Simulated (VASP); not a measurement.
# Rb (Fm-3m) in VASP: further runs, part 2 of 2

VASP 6.6.1. Earlier steps stand in the parts before.

## 4. Single point, HSE06

This run uses another cell than the first one, of 92.04 Å³/atom.

POSCAR

```
Rb
1.0
    0.0000000000      3.5836233473      3.5836233473
    3.5836233473      0.0000000000      3.5836233473
    3.5836233473      3.5836233473      0.0000000000
Rb
1
Direct
    0.0000000000      0.0000000000      0.0000000000
```

INCAR.step1

```
SYSTEM = Rb
  ALGO = Normal
  EDIFF = 1E-5
  ENCUT = 520
  GGA = PE
  ISIF = 2
  ISMEAR = 0
  LASPH = .True.
  LCHARG = .False.
  LREAL = .False.
  LWAVE = .True.
  NBANDS = 10
  NELM = 100
  PREC = Accurate
  SIGMA = 0.05
```

INCAR.step2

```
SYSTEM = Rb
  ALGO = Normal
  EDIFF = 1E-6
  ENCUT = 520
  GGA = PE
  HFSCREEN = 0.2079
  ISIF = 2
  ISMEAR = 0
  ISTART = 1
  LASPH = .True.
  LCHARG = .False.
  LHFCALC = .True.
  LREAL = .False.
  LWAVE = .False.
  NBANDS = 10
  NELM = 100
  PREC = Accurate
  PRECFOCK = Normal
  SIGMA = 0.05
```

KPOINTS

```
k-points
0
Gamma
  6 6 6
  0 0 0
```

Potentials or basis: VASP PAW PBE potentials, release 64 (Rb_sv).

On the command line:

```console
> cat potpaw_PBE.64/Rb_sv/POTCAR > POTCAR
> cp INCAR.step1 INCAR
> mpirun -np 1 vasp_std > vasp.out
> cp INCAR.step2 INCAR
> mpirun -np 1 vasp_std > vasp.out
```

OUTCAR:

```text
SYSTEM = Rb
   EDIFF = 1E-6
   ENCUT = 520
   GGA = PE
   HFSCREEN = 0.2079
   ISIF = 2
   ISMEAR = 0
   ISTART = 1
   LASPH = .True.
   LHFCALC = .True.
   LREAL = .False.
   NELM = 100
   PREC = Accurate
   PRECFOCK = Normal

 ion  position               nearest neighbor table
   1  0.000  0.000  0.000-

  LATTYP: Found a face centered cubic cell.
 ALAT       =     7.1672466946

  Lattice vectors:

 A1 = (   0.0000000000,   3.5836233473,   3.5836233473)
 A2 = (   3.5836233473,   0.0000000000,   3.5836233473)
 A3 = (   3.5836233473,   3.5836233473,   0.0000000000)

Analysis of symmetry for initial positions (statically):
=====================================================================
 Subroutine PRICEL returns:
 Original cell was already a primitive cell.

 Routine SETGRP: Setting up the symmetry group for a
 face centered cubic supercell.

 Subroutine GETGRP returns: Found 48 space group operations
 (whereof 48 operations were pure point group operations)
 out of a pool of 48 trial point group operations.

The static configuration has the point symmetry O_h .

Analysis of symmetry for dynamics (positions and initial velocities):
=====================================================================
 Subroutine PRICEL returns:
 Original cell was already a primitive cell.

 Routine SETGRP: Setting up the symmetry group for a
 face centered cubic supercell.

 Subroutine GETGRP returns: Found 48 space group operations
 (whereof 48 operations were pure point group operations)
 out of a pool of 48 trial point group operations.

The dynamic configuration has the point symmetry O_h .

 Subroutine INISYM returns: Found 48 space group operations
 (whereof 48 operations are pure point group operations),
 and found     1 'primitive' translations

----------------------------------------------------------------------------------------

                                     Primitive cell

  volume of cell :      92.0443

  direct lattice vectors                    reciprocal lattice vectors
     0.000000000  3.583623347  3.583623347    -0.139523592  0.139523592  0.139523592
     3.583623347  0.000000000  3.583623347     0.139523592 -0.139523592  0.139523592
     3.583623347  3.583623347  0.000000000     0.139523592  0.139523592 -0.139523592

  length of vectors
     5.068008740  5.068008740  5.068008740     0.241661949  0.241661949  0.241661949

  position of ions in fractional coordinates (direct lattice)
     0.000000000  0.000000000  0.000000000

  ion indices of the primitive-cell ions
   primitive index   ion index
                 1           1

----------------------------------------------------------------------------------------

 KPOINTS: k-points

Automatic generation of k-mesh.
 Grid dimensions read from file:
 generate k-points for:    6    6    6

 Generating k-lattice:

  Cartesian coordinates                     Fractional coordinates (reciprocal lattice)
    -0.023253932  0.023253932  0.023253932     0.166666667  0.000000000  0.000000000
     0.023253932 -0.023253932  0.023253932     0.000000000  0.166666667  0.000000000
[... 33 lines left out ...]
   total plane-waves  NPLWV =  64000
   dimension x,y,z NGX =    40 NGY =   40 NGZ =   40
   dimension x,y,z NGXF=    80 NGYF=   80 NGZF=   80
   ions per type =               1
   NGX,Y,Z   is equivalent  to a cutoff of  13.12, 13.12, 13.12 a.u.
   NGXF,Y,Z  is equivalent  to a cutoff of  26.24, 26.24, 26.24 a.u.
 SYSTEM =  Rb
   PREC   = accura    normal or accurate (medium, high low for compatibility)
   ISTART =      1    job   : 0-new  1-cont  2-samecut
   ICHARG =      0    charge: 1-file 2-atom 10-const
   ISPIN  =      1    spin polarized calculation?
   LNONCOLLINEAR =      F non collinear calculations
   LSORBIT =      F    spin-orbit coupling
   LASPH  =      T    aspherical Exc in radial PAW
   ENCUT  =  520.0 eV  38.22 Ry    6.18 a.u.   9.42  9.42  9.42*2*pi/ulx,y,z
   NELM   =    100;   NELMIN=  2; NELMDL=  0     # of ELM steps
   EDIFF  = 0.1E-05   stopping-criterion for ELM
   LREAL  =      F    real-space projection
   EDIFFG = 0.1E-04   stopping-criterion for IOM
   NSW    =      0    number of steps for IOM
   IBRION =     -1    ionic relax: 0-MD 1-quasi-New 2-CG
   NFREE  =      0    steps in history (QN), initial steepest desc. (CG)
   ISIF   =      2    stress and relaxation
   ISYM   =      3    0-nonsym 1-usesym 2-fastsym
   POTIM  = 0.5000    time-step for ionic-motion
   TEBEG  =    0.0;   TEEND  =   0.0 temperature during run
   PSTRESS=    0.0 pullay stress
   NELECT =       9.0000    total number of electrons
   NUPDOWN=      -1.0000    fix difference up-down
   EMIN   =  10.00;   EMAX   =-10.00  energy-range for DOS
   EFERMI =   0.00;   METHOD = LEGACY
   ISMEAR =     0;   SIGMA  =   0.05  broadening in eV -4-tet -1-fermi 0-gaus
   EFERMI_NEDOS =   21; number of points for ismear=-14 and -15
   IALGO  =     38    algorithm
   IMIX   =      1    mixing-type and parameters
     AMIX     =   0.40;   BMIX     =  1.00
     AMIX_MAG =   1.60;   BMIX_MAG =  1.00
  volume/ion in A,a.u.               =      92.04       621.15
  Fermi-wavevector in a.u.,A,eV,Ry     =   0.754206  1.425243  7.739357  0.568827
  Thomas-Fermi vector in A             =   1.851820
   LORBIT       =      0    0 simple, 1 ext, 2 COOP (PROOUT), +10 PAW based schemes
   GGA     = PE    functional components
   LHFCALC =     T    Hartree Fock is set to
   PRECFOCK=normal    Normal, Fast or Accurate (Low or Medium for compatibility)
   ENCUT4O =  -1.0   cutoff for four orbital integrals eV
   NKREDX  =     1    reduce k-point grid by
   NKREDY  =     1    reduce k-point grid by
   NKREDZ  =     1    reduce k-point grid by
   AEXX    =    0.2500 exact exchange contribution
   HFSCREEN=    0.2079 screening length (either q_TF or 0.3 A-1)
   HFSCREENC=   0.2079 screening length for correlation (either q_TF or 0.3 A-1)
   ENCUTFOCK=  -1.0 apply spherical cutoff to Coloumb kernel
   IVDW    =     0    specifies the selected vdW correction
   LEPSILON=     F    determine dielectric tensor
   LRPA    =     F    only Hartree local field effects (RPA)
 non-spin polarized calculation
 Gauss-broadening in eV      SIGMA  =   0.05
  energy-cutoff  :      520.00
  volume of cell :       92.04
 maximum number of plane-waves:      2505
 NGX is ok and might be reduce to    40
  NGX = 30; NGY = 30; NGZ = 30

 number of electron       9.0000000 magnetization

 Free energy of the ion-electron system (eV)
  ---------------------------------------------------
  ext. energy  EPLUGINS =         0.00000000
  ---------------------------------------------------
  free energy    TOTEN  =        -0.99692467 eV

  energy without entropy =       -0.99466744  energy(sigma->0) =       -0.99579606

 E-fermi :  -0.1025     XC(G=0):  -4.6994

 val. band max:       -0.1312034140   @ k =   0.5000   0.3333   0.1667
 cond. band min:       0.2021171713   @ k =   0.5000   0.1667   0.0000
 fundamental gap:      0.3333205853
 Fermi energy:        -0.1024691814

 k-point     1 :       0.0000    0.0000    0.0000
  band No.  band energies     occupation
      1     -31.4288      2.00000
      2     -14.2993      2.00000
      3     -14.2993      2.00000
      4     -14.2993      2.00000
      5      -2.2507      2.00000
      6       4.0226      0.00000
      7       4.0226      0.00000
      8       4.0226      0.00000
      9       5.4604      0.00000
     10       5.4604      0.00000
[... 183 lines left out ...]
 k-point    16 :      -0.3333    0.5000    0.1667
  band No.  band energies     occupation
      1     -31.4237      2.00000
      2     -14.3732      2.00000
      3     -14.3462      2.00000
      4     -14.3335      2.00000
      5       1.1549      0.00000
      6       1.6079      0.00000
      7       1.8994      0.00000
      8       3.1538      0.00000
      9       5.3632      0.00000
     10       6.0690      0.00000

------------------------ aborting loop because EDIFF is reached ----------------------------------------

  FORCE on cell =-STRESS in cart. coord.  units (eV):
  Direction    XX          YY          ZZ          XY          YZ          ZX
  --------------------------------------------------------------------------------------
  -------------------------------------------------------------------------------------
  Total        0.0370997      0.0370997      0.0370997      0.0000000     -0.0000000     -0.0000000
  in kB        0.6457794      0.6457794      0.6457794      0.0000000     -0.0000000     -0.0000000
  external PRESSURE =       0.6457794 kB  Pullay stress =       0.0000000 kB

 VOLUME and BASIS-vectors are now :
 -----------------------------------------------------------------------------
  energy-cutoff  :      520.00
  volume of cell :       92.04
      direct lattice vectors                 reciprocal lattice vectors
     0.000000000  3.583623347  3.583623347    -0.139523592  0.139523592  0.139523592
     3.583623347  0.000000000  3.583623347     0.139523592 -0.139523592  0.139523592
     3.583623347  3.583623347  0.000000000     0.139523592  0.139523592 -0.139523592

 POSITION                                       TOTAL-FORCE (eV/Angst)
 -----------------------------------------------------------------------------------
      0.00000      0.00000      0.00000         0.000000      0.000000      0.000000
 -----------------------------------------------------------------------------------
    total drift:                               -0.000000     -0.000000     -0.000000

  FREE ENERGIE OF THE ION-ELECTRON SYSTEM (eV)
  ---------------------------------------------------
  free  energy   TOTEN  =        -0.9969246732 eV

  energy  without entropy=       -0.9946674444  energy(sigma->0) =       -0.99579606
```

Wall time 39 min (1 thread of Oxide Virtual Turin-like, shared host); peak memory 0.33 GiB.

What came out:

- Free energy: -0.9969 eV
- Pressure: 0.1 GPa
- Band gap on the k mesh: zero (an odd number of electrons rules out a gap without spin polarisation)

Caveat: the PAW data sets were made with another functional, which shifts forces and pressure a little.

## 5. Summary

| level | cell | grid for exact exchange (PRECFOCK) | share of exact exchange | screening parameter | gap on the mesh (eV) | pressure (GPa) |
| --- | --- | --- | --- | --- | --- | --- |
| PBE | a = 4.987 Å, angles 60.0°, 1 atom | - | - | - | none | 0.1 |
| PBE | a = 5.068 Å, angles 60.0°, 1 atom | - | - | - | none | 0.0 |
| HSE06 | a = 5.068 Å, angles 60.0°, 1 atom | Normal | 0.25 | 0.2079 1/Å | none | 0.1 |

Alike in all rows: task single point; potentials or basis VASP PAW PBE potentials, release 64 (Rb_sv); no spin polarisation; k mesh 6 × 6 × 6; cutoff (eV) 520; smearing gaussian 0.05 eV.

Caveats: the PAW data sets were made with another functional, which shifts forces and pressure a little (at least some runs).

Absolute energies hang on the potentials; compare differences alone.

The gap in the log of VASP goes by the Fermi energy; the results here count the filled bands.